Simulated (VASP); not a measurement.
Input of a VASP 6.6.1 run:

Contents of INCAR:

```
ALGO     = Normal         # electronic algorithm
EDIFF    = 1E-6           # SCF threshold, eV
ENCUT    = 500            # plane-wave cutoff, eV
GGA      = PE             # functional
GGA_COMPAT= F            
ISIF     = 2              # what is computed and relaxed
ISMEAR   = -1             # smearing method
LASPH    = T              # aspherical terms in the spheres
LCHARG   = F              # write CHGCAR
LREAL    = F              # projectors in reciprocal space
LWAVE    = F              # write WAVECAR
NBANDS   = 18             # bands
NELM     = 120            # most SCF steps
PREC     = Accurate       # precision mode
SIGMA    = 0.03           # smearing width, eV
```

Contents of KPOINTS:

```
k-points
0
Gamma
  13 13 7
```

The input POSCAR:

```
Ag
1.0
    2.9542140387      0.0000000000      0.0000000000
   -1.4771070194      2.5584244058      0.0000000000
    0.0000000000      0.0000000000      4.8295885721
Ag
2
Direct
    0.3333333333      0.6666666667      0.2500000000
    0.6666666667      0.3333333333      0.7500000000
```

Potentials or basis: VASP PAW PBE potentials, release 64 (Ag).

Command:

```bash
$ cat potpaw_PBE.64/Ag/POTCAR > POTCAR
$ mpirun -np 1 vasp_std > vasp.out
```

**Question.** What does it give for the band gap on the k mesh?

**Answer.** Zero (bands 11 and 12 overlap by 6.20 eV).

**Question.** Estimate the pressure.

**Answer.** -2.0 GPa.

Stress tensor (GPa, compression positive):
```
-2.49  0.00  0.00
 0.00 -2.49  0.00
 0.00  0.00 -0.90
```
